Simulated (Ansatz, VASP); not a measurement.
**Two plane-wave programs on Al12HO**

INCAR

```
SYSTEM = Al12HO
PREC = Accurate
ENCUT = 520
EDIFF = 1E-6
ISMEAR = 0
SIGMA = 0.1
LREAL = .FALSE.
LASPH = .TRUE.
NELM = 150
ALGO = Normal
ISIF = 2
LWAVE = .FALSE.
LCHARG = .FALSE.
ISPIN = 2
MAGMOM = 0 0 0 0 0 0 0 0 0 0 0 0 1 0
LORBIT = 11
LDIPOL = .TRUE.
IDIPOL = 3
DIPOL = 0.5 0.5 0.292
GGA = PE
NBANDS = 38
```

The input KPOINTS:

```
regular mesh
0
G
  5 5 1
  0 0 0
```

Contents of POSCAR:

```
Al12HO
1.0
    5.7143028096      0.0000000000      0.0000000000
    0.0000000000      5.7143028096      0.0000000000
    0.0000000000      0.0000000000     22.1750227687
Al O H
12 1 1
Direct
    0.2500000000      0.2500000000      0.1803831293
    0.2500000000      0.7500000000      0.1803831293
    0.7500000000      0.2500000000      0.1803831293
    0.7500000000      0.7500000000      0.1803831293
    0.0000000000      0.0000000000      0.2744094920
    0.0000000000      0.5000000000      0.2744094920
    0.5000000000      0.0000000000      0.2744094920
    0.5000000000      0.5000000000      0.2744094920
    0.2500000000      0.2500000000      0.3686590473
    0.2500000000      0.7500000000      0.3686590473
    0.7500000000      0.2500000000      0.3686590473
    0.7500000000      0.7500000000      0.3686590473
    0.5000000000      0.5000000000      0.3776782038
    0.5618716583      0.5618716583      0.4167322969
```

Input for Ansatz:

```yaml
crystal:
  lattice:
    - [5.7143028096, 0.0, 0.0]
    - [0.0, 5.7143028096, 0.0]
    - [0.0, 0.0, 22.1750227687]
  atoms:
    - { symbol: Al, position: [0.25, 0.25, 0.1803831293] }
    - { symbol: Al, position: [0.25, 0.75, 0.1803831293] }
    - { symbol: Al, position: [0.75, 0.25, 0.1803831293] }
    - { symbol: Al, position: [0.75, 0.75, 0.1803831293] }
    - { symbol: Al, position: [0.0, 0.0, 0.274409492] }
    - { symbol: Al, position: [0.0, 0.5, 0.274409492] }
    - { symbol: Al, position: [0.5, 0.0, 0.274409492] }
    - { symbol: Al, position: [0.5, 0.5, 0.274409492] }
    - { symbol: Al, position: [0.25, 0.25, 0.3686590473] }
    - { symbol: Al, position: [0.25, 0.75, 0.3686590473] }
    - { symbol: Al, position: [0.75, 0.25, 0.3686590473] }
    - { symbol: Al, position: [0.75, 0.75, 0.3686590473] }
    - { symbol: O, position: [0.5, 0.5, 0.3776782038], spin: 1.0 }
    - { symbol: H, position: [0.5618716583, 0.5618716583, 0.4167322969] }
basis:
  ecutwfc: 420
kpoints:
  mp_grid: { grid: [5, 5, 1] }
hamiltonian:
  xc: pbe
scf:
  occupations: { method: gaussian, width: 0.1 }
output:
  forces: true
  eigenvalues: true
  populations: true
magnetization:
  spin_polarized: true
efield:
  axis: 3
  dipole_correction: true
  ramp_width: 0.04
```

Alike in both runs: task single point; functional PBE; k mesh 5 × 5 × 1; occupations gaussian, width 0.1 eV; collinear spin.

|  | VASP | Ansatz |
| --- | --- | --- |
| version | VASP 6.6.1 | Ansatz 0.2.0 |
| potentials or method | VASP PAW PBE potentials, release 64 (Al, O, H), cutoff 520 eV | scalar-relativistic, plane waves, PAW |
| valence electrons in the cell | 43 | 43 |

```csv
,VASP,Ansatz,Ansatz less VASP
gap on the k mesh at the Fermi level (eV),none,none,-
rms of the force components (eV/Å),0.887,0.887,+0.0004
net moment per atom (μB),0.00,0.00,0.000
```

Atom by atom the forces differ by 0.027 eV/Å (rms over components). A gap of «none» marks a metal or a gap that the smearing closes. The functional is the same, so the differences come from potentials, cutoffs and numerics. Ansatz's warnings: seeded moment not kept.
